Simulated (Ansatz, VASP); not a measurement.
## One calculation of NiO, two programs

```xyz
2
Lattice="0.0000 2.2406 2.2406 2.2406 0.0000 2.2406 2.2406 2.2406 0.0000" Properties=species:S:1:pos:R:3 pbc="T T T"
Ni    0.0000    0.0000    0.0000
O     3.3609    3.3609    3.3609
```

Change from the starting cell: relaxed end of: species swapped into the BeSe type (F-43m, No. 216).

Alike in both runs: task relaxation of cell and atoms; functional PBE; k mesh 22 × 22 × 22; occupations gaussian, width 0.1 eV; collinear spin.

```csv
,VASP,Ansatz
version,VASP 6.6.1,Ansatz 0.2.0
potentials or method,"VASP PAW PBE potentials, release 64 (Ni, O), cutoff 600 eV","scalar-relativistic, plane waves, PAW"
valence electrons in the cell,16,24
```

VASP gave:

| Property | Result |
| --- | --- |
| gap on the k mesh at the Fermi level, each at its own relaxed structure (eV) | none |
| net moment per atom (μB) | 0.96 |
| size of the moment on the site where the two differ most (μB) | 1.50 |
| relaxed volume (Å³/atom) | 11.25 |
| relaxed length of the cell vector where the two differ most in proportion (Å) | 3.169 |

Question: Estimate Ansatz's values.

Answer: gap on the k mesh at the Fermi level, each at its own relaxed structure (eV): none; net moment per atom (μB): 0.97; size of the moment on the site where the two differ most (μB): 1.47; relaxed volume (Å³/atom): 11.25; relaxed length of the cell vector where the two differ most in proportion (Å): 3.169.

Site moments also hang on the region over which each program counts them. A gap of «none» marks a metal or a gap that the smearing closes. VASP's potentials hold 16 valence electrons a cell and Ansatz's 24, so a difference there can come from the potentials and not from the codes.

Noted on VASP's run: the relaxation stopped at its first step, so nothing moved.
